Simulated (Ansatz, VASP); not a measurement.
**Ge: VASP beside Ansatz**

Contents of INCAR:

```
SYSTEM = Ge
ALGO     = Normal         ! electronic algorithm
EDIFF    = 1E-6           ! SCF threshold, eV
ENCUT    = 520            ! plane-wave cutoff, eV
GGA      = PS             ! functional
ISIF     = 2              ! what is computed and relaxed
ISMEAR   = 0              ! smearing method
LASPH    = .True.         ! aspherical terms in the spheres
LCHARG   = .True.         ! write CHGCAR
LELF     = .True.         ! ELF
LREAL    = .False.        ! projectors in reciprocal space
LVHAR    = .True.       
LWAVE    = .False.        ! write WAVECAR
NBANDS   = 13             ! bands
NELM     = 60             ! most SCF steps
PREC     = Accurate       ! precision mode
SIGMA    = 0.15           ! smearing width, eV
```

File KPOINTS:

```
k-points
0
Gamma
  24 24 22
  0 0 0
```

File POSCAR:

```
Ge
1.0
    1.3618665307     -2.4817087226      0.0000000000
    1.3618665307      2.4817087226      0.0000000000
    0.0000000000      0.0000000000      2.5634459486
Ge
1
Direct
    0.5000000000      0.5000000000      0.0000000000
```

Input for Ansatz:

```yaml
crystal:
  lattice:
    - [1.3618665307, -2.4817087226, 0.0]
    - [1.3618665307, 2.4817087226, 0.0]
    - [0.0, 0.0, 2.5634459486]
  atoms:
    - { symbol: Ge, position: [0.5, 0.5, 0.0] }
basis:
  ecutwfc: 420
kpoints:
  mp_grid: { grid: [24, 24, 22] }
hamiltonian:
  xc: pbesol
scf:
  occupations: { method: gaussian, width: 0.15 }
output:
  forces: true
  stress: true
  eigenvalues: true
```

Change from the starting cell: strain -0.015 along x and y, -0.030 along z, atoms carried along.

Alike in both runs: task single point; functional PBEsol; k mesh 24 × 24 × 22; occupations gaussian, width 0.15 eV; no spin polarisation.

|  | VASP | Ansatz |
| --- | --- | --- |
| version | VASP 6.6.1 | Ansatz 0.2.0 |
| potentials or method | VASP PAW PBE potentials, release 64 (Ge_d), cutoff 520 eV | scalar-relativistic, plane waves, PAW |
| valence electrons in the cell | 14 | 14 |

Ansatz gave:

* gap on the k mesh at the Fermi level (eV): none
* pressure (GPa): 5.4
* traceless stress, the component that is largest in VASP (GPa): -2.71

Problem. What did VASP give for the same quantities?

Solution. gap on the k mesh at the Fermi level (eV): none; pressure (GPa): 5.3; traceless stress, the component that is largest in VASP (GPa): -2.67.

VASP's potentials were made for PBE, not for PBEsol. A gap of «none» marks a metal or a gap that the smearing closes.
